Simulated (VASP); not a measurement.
Wanted: the native input for a VASP 6.6.1 run.

- Task: relaxation of cell and atoms
- Functional: LDA
- Potentials or basis: VASP PAW LDA potentials, release 64 (V_sv, Si)
- Cutoff: 600 eV
- k mesh: 15 × 15 × 15
- Occupations: fermi-dirac, width 0.1 eV
- Spin: no spin polarisation
- Target pressure: 79 GPa
- Dipole correction: no
- Further INCAR settings: ALGO = Normal; EDIFF = 1e-06; IBRION = 2; EDIFFG = -0.005; NSW = 32; ISIF = 3

The structure of VSi (rocksalt type) lies in POSCAR:

```
VSi
1.0
    0.0000000000      2.1755239424      2.1755239424
    2.1755239424      0.0000000000      2.1755239424
    2.1755239424      2.1755239424      0.0000000000
V Si
1 1
Direct
    0.0000000000      0.0000000000      0.0000000000
    0.5000000000      0.5000000000      0.5000000000
```

One way to write it, as run:

INCAR

```
  ALGO = Normal
  EDIFF = 1E-6
  EDIFFG = -0.005
  ENCUT = 600
  IBRION = 2
  ISIF = 3
  ISMEAR = -1
  LASPH = T
  LCHARG = F
  LREAL = F
  LWAVE = F
  NELM = 60
  NSW = 32
  PREC = Accurate
  PSTRESS = 790.0
  SIGMA = 0.1
```

KPOINTS

```
k-points
0
Gamma
  15 15 15
```

Potentials or basis: VASP PAW LDA potentials, release 64 (V_sv, Si).

Launch:

```console
$ cat potpaw_LDA.64/V_sv/POTCAR potpaw_LDA.64/Si/POTCAR > POTCAR
$ mpirun -np 1 vasp_std > vasp.out
```

It gave:

* Relaxed volume: 10.32 Å³/atom
* Relaxed cell: a = 3.079 Å, b = 3.079 Å, c = 3.079 Å, α = 60.00°, β = 60.00°, γ = 60.00°
* Space group after relaxing (to 0.05 Å): Fm-3m (No. 225)
* Energy change on relaxing (the enthalpy is what falls): -12.6 meV/atom
* Ionic steps: 3
* Pressure after relaxing: 79.0 GPa

Caveat: the cell is relaxed towards a set pressure, so the enthalpy falls and the energy may rise.

Wall time 45 s on 1 thread of Intel(R) Xeon(R) Platinum 8488C (Sapphire Rapids), with other jobs on the host, peak memory 0.17 GiB.
